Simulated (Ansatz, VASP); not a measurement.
Sb in VASP and in Ansatz

```
CELL_PARAMETERS angstrom
3.36900 0.00000 0.00000
-1.68450 2.91764 0.00000
0.00000 0.00000 28.32500
ATOMIC_POSITIONS crystal
Sb 0.66667 0.33333 0.26478
Sb 0.33333 0.66667 0.35887
Sb 0.66667 0.33333 0.45296
Sb 0.33333 0.66667 0.54704
Sb 0.66667 0.33333 0.64113
Sb 0.33333 0.66667 0.73522
```

Alike in both runs: functional r2SCAN; k mesh 9 × 9 × 1; occupations fermi-dirac, width 0.05 eV; no spin polarisation.

```csv
,VASP,Ansatz
version,VASP 6.6.1,Ansatz 0.2.0
potentials or method,"VASP PAW PBE potentials, release 64 (Sb)",Ansatz PAW
plane-wave cutoff (eV),520,500
valence electrons in the cell,30,90
task,single point,projected density of states
```

```csv
,VASP,Ansatz,Ansatz less VASP
gap on the k mesh at the Fermi level (eV),none,none,-
rms of the force components (eV/Å),0.157,0.157,+0.0002
```

VASP's potentials were made for PBE, not for r2SCAN. Atom by atom the forces differ by 0.001 eV/Å (rms over components). A gap of «none» marks a metal or a gap that the smearing closes. With one functional, cell and mesh, what is left measures potentials, basis and numerics. VASP's potentials hold 30 valence electrons a cell and Ansatz's 90, so a difference there can come from the potentials and not from the codes.

Neither program's run includes spin-orbit coupling.
